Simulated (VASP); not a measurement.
A run of VASP 6.6.1 is set up as follows.

Contents of INCAR:

```
SYSTEM = C
ALGO = Normal ; EDIFF = 1E-6
ENCUT = 520 ; GGA = PE
ISIF = 2 ; ISMEAR = 0
LASPH = .TRUE. ; LCHARG = .FALSE.
LREAL = .FALSE. ; LWAVE = .FALSE.
NBANDS = 16 ; NELM = 80
PREC = Accurate ; SIGMA = 0.15
```

The input KPOINTS:

```
k-points
0
G
  18 18 6
  0 0 0
```

POSCAR

```
C
1.0
    1.1469476963     -2.2357977242      0.0000000000
    1.1469476963      2.2357977242      0.0000000000
    0.0000000000      0.0000000000      8.7070207245
C
4
Direct
    0.0833329406      0.9166670594      0.7503043452
    0.5833329406      0.4166670594      0.2496956548
    0.9166670594      0.0833329406      0.2496956548
    0.4166670594      0.5833329406      0.7503043452
```

Potentials or basis: VASP PAW PBE potentials, release 64 (C).

The run is started by

```bash
$ cat potpaw_PBE.64/C/POTCAR > POTCAR
$ mpirun -np 1 vasp_std > vasp.out
```

Predict the pressure.

12.0 GPa.

Predict the largest force.

1.346 eV/Å.

Stress tensor (GPa, compression positive):
```
 61.81   0.00   0.00
  0.00 -25.82   0.00
  0.00   0.00  -0.05
```

Caveat: the cell differs from its parent crystal (normal strain along x -0.0700, normal strain along y +0.0467); the stress differs along the axes, from -26 to 62 GPa; this functional lacks dispersion, which binds layers or chains, so the pressure and a relaxed spacing across them are unreliable; forces of over 1 eV/Å act on the atoms, so gaps and moduli don't describe the material at rest.
